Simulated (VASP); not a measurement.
Input of a VASP 6.6.1 run:

INCAR

```
SYSTEM = C
PREC = Accurate
ENCUT = 520
EDIFF = 1E-6
ISMEAR = -1
SIGMA = 0.05
LREAL = .FALSE.
LASPH = .TRUE.
NELM = 100
ALGO = Normal
ISIF = 2
LWAVE = .FALSE.
LCHARG = .FALSE.
GGA = RP
NBANDS = 16
```

File KPOINTS:

```
Automatic mesh
0
G
  12 12 7
  0 0 0
```

File POSCAR:

```
C
1.0
    2.4185074052      0.0000000000      0.0000000000
   -1.2092537026      2.0944888522      0.0000000000
    0.0000000000      0.0000000000      4.0238306156
C
4
Direct
    0.3333333333      0.6666666667      0.0626895848
    0.6666666667      0.3333333333      0.5626895848
    0.3333333333      0.6666666667      0.4373104152
    0.6666666667      0.3333333333      0.9373104152
```

Potentials or basis: VASP PAW PBE potentials, release 64 (C).

Command:

```sh
$ cat potpaw_PBE.64/C/POTCAR > POTCAR
$ mpirun -np 1 vasp_std > vasp.out
```

Task: What does it give for the pressure?

Result: 68.8 GPa.

Task: What does it give for the largest force?

Result: 0.171 eV/Å.

Task: What does it give for the band gap on the k mesh?

Result: 2.97 eV, indirect (least direct gap 5.14 eV).

Forces in eV/Å, atoms in the order of the input:
```
C    0.000  0.000  0.171
C    0.000  0.000  0.171
C    0.000  0.000 -0.171
C    0.000  0.000 -0.171
```

Caveat: the PAW data sets were made with another functional, which shifts forces and pressure a little. A k mesh can miss the band edges.
